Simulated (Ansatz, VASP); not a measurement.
# Two plane-wave programs on LiNbO3

INCAR

```
  PREC = Accurate
  ENCUT = 520
  EDIFF = 1E-6
  ISMEAR = 0
  SIGMA = 0.05
  LREAL = False
  LASPH = True
  NELM = 100
  ALGO = Normal
  ISIF = 2
  LWAVE = False
  LCHARG = False
  GGA = PE
  NBANDS = 45
```

File KPOINTS:

```
Automatic mesh
0
Gamma
  6 6 6
```

File POSCAR:

```
LiNbO3
1.0
    2.6089121606      1.5062561382      4.6222966387
   -2.6089121606      1.5062561382      4.6222966387
    0.0000000000     -3.0125122764      4.6222966387
Li Nb O
2 2 6
Direct
    0.2815913687      0.2815913687      0.2815913687
    0.7815913687      0.7815913687      0.7815913687
    0.0004900497      0.0004900497      0.0004900497
    0.5004900497      0.5004900497      0.5004900497
    0.1104619503      0.3580262714      0.7211003599
    0.7211003599      0.1104619503      0.3580262714
    0.3580262714      0.7211003599      0.1104619503
    0.2211003599      0.8580262714      0.6104619503
    0.8580262714      0.6104619503      0.2211003599
    0.6104619503      0.2211003599      0.8580262714
```

Input for Ansatz:

```yaml
crystal:
  lattice:
    - [2.6089121606, 1.5062561382, 4.6222966387]
    - [-2.6089121606, 1.5062561382, 4.6222966387]
    - [0.0, -3.0125122764, 4.6222966387]
  atoms:
    - { symbol: Li, position: [0.2815913687, 0.2815913687, 0.2815913687] }
    - { symbol: Li, position: [0.7815913687, 0.7815913687, 0.7815913687] }
    - { symbol: Nb, position: [0.0004900497, 0.0004900497, 0.0004900497] }
    - { symbol: Nb, position: [0.5004900497, 0.5004900497, 0.5004900497] }
    - { symbol: O, position: [0.1104619503, 0.3580262714, 0.7211003599] }
    - { symbol: O, position: [0.7211003599, 0.1104619503, 0.3580262714] }
    - { symbol: O, position: [0.3580262714, 0.7211003599, 0.1104619503] }
    - { symbol: O, position: [0.2211003599, 0.8580262714, 0.6104619503] }
    - { symbol: O, position: [0.8580262714, 0.6104619503, 0.2211003599] }
    - { symbol: O, position: [0.6104619503, 0.2211003599, 0.8580262714] }
basis:
  ecutwfc: 520.0
kpoints:
  mp_grid: { grid: [6, 6, 6] }
hamiltonian:
  xc: pbe
  pseudopotentials: { kind: paw, azcp: { folder: soft_1 } }
scf:
  occupations: { method: gaussian, width: 0.05 }
output:
  forces: true
  stress: true
  eigenvalues: true
```

Alike in both runs: task single point; functional PBE; k mesh 6 × 6 × 6; occupations gaussian, width 0.05 eV; no spin polarisation.

|  | VASP | Ansatz |
| --- | --- | --- |
| version | VASP 6.6.1 | Ansatz 0.2.0 |
| potentials or method | VASP PAW PBE potentials, release 64 (Li_sv, Nb_sv, O), cutoff 520 eV | scalar-relativistic, plane waves, PAW |
| valence electrons in the cell | 68 | 68 |

VASP gave:

- gap on the k mesh at the Fermi level (eV): 3.55
- least direct gap on the mesh (eV): 3.58
- rms of the force components (eV/Å): 0.027

Task: What did Ansatz give for the same quantities?

Result: gap on the k mesh at the Fermi level (eV): 3.56; least direct gap on the mesh (eV): 3.59; rms of the force components (eV/Å): 0.026.

Atom by atom the forces differ by 0.011 eV/Å (rms over components).

Noted on VASP's run: the cutoff is under 1.25 times that of the potentials, so the pressure is a little rough.
